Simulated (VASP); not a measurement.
# PbS: single point with PBE

Crystal: PbS.

```
Pb S
1.0
     0.00000    3.12196    3.12196
     3.12196    0.00000    3.12196
     3.12196    3.12196    0.00000
Pb S
1 1
Direct
  0.00000 0.00000 0.00000
  0.50000 0.50000 0.50000
```

This cell differs from its parent crystal: strain +4.5%.

```
Program             : VASP 6.6.1
Task                : single point
Functional          : PBE
Potentials or basis : VASP PAW PBE potentials, release 64 (Pb_d, S)
Cutoff              : 520 eV
k mesh              : 8 × 8 × 8
Occupations         : fermi-dirac, width 0.02 eV
Spin                : no spin polarisation
```

```
Pressure               : -4.8 GPa
Band gap on the k mesh : 0.81 eV, direct
```

Levels at points of the mesh, in eV from the valence-band top:
| k point | band 6 | band 7 | band 8 | band 9 | band 10 | band 11 | band 12 | band 13 | band 14 | band 15 |
| --- | --- | --- | --- | --- | --- | --- | --- | --- | --- | --- |
| (0.00, 0.00, 0.00) | -12.24 | -6.20 | -1.36 | -1.36 | -1.36 | 4.85 | 4.85 | 4.85 | 7.18 | 7.18 |
| (0.50, 0.00, 0.00) | -11.34 | -7.99 | -1.07 | -1.07 | 0.00 | 0.81 | 2.33 | 2.33 | 8.56 | 10.35 |
| (0.50, 0.50, 0.00) | -11.12 | -6.93 | -3.87 | -2.41 | -2.41 | 4.59 | 5.16 | 5.21 | 5.21 | 11.14 |

It took 72 s on 1 thread of AMD EPYC 7R13, on a shared host, peak memory 0.18 GiB.

Caveat: the cell differs from its parent crystal (strain +4.5%); spin-orbit coupling is left out, which moves the levels of the heavy elements. A k mesh can miss the band edges.
